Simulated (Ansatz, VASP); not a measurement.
TiO2: VASP beside Ansatz

```
Ti O
1.0
     2.70603   -2.70666    0.00000
     2.70603    2.70666    0.00000
    -2.63353    0.00000    4.79664
Ti O
2 4
Direct
  0.13411 0.86589 0.25000
  0.86589 0.13411 0.75000
  0.33122 0.08876 0.66715
  0.66878 0.91124 0.33285
  0.91124 0.66878 0.83285
  0.08876 0.33122 0.16715
```

Alike in both runs: task single point; functional r2SCAN; k mesh 8 × 8 × 6; occupations methfessel-paxton of order 1, width 0.25 eV; no spin polarisation.

|  | VASP | Ansatz |
| --- | --- | --- |
| version | VASP 6.6.1 | Ansatz 0.2.0 |
| potentials or method | VASP PAW PBE potentials, release 64 (Ti_sv, O), cutoff 520 eV | scalar-relativistic, plane waves, PAW |
| valence electrons in the cell | 48 | 48 |

```csv
,VASP,Ansatz,Ansatz less VASP
gap on the k mesh at the Fermi level (eV),2.46,2.44,-0.022
least direct gap on the mesh (eV),2.82,2.79,-0.030
pressure (GPa),-5.3,-6.4,-1.10
"traceless stress, the component that is largest in VASP (GPa)",-0.21,-0.32,-0.109
rms of the force components (eV/Å),0.094,0.110,+0.0157
```

VASP's potentials were made for PBE, not for r2SCAN. Atom by atom the forces differ by 0.023 eV/Å (rms over components). With one functional, cell and mesh, what is left measures potentials, basis and numerics.
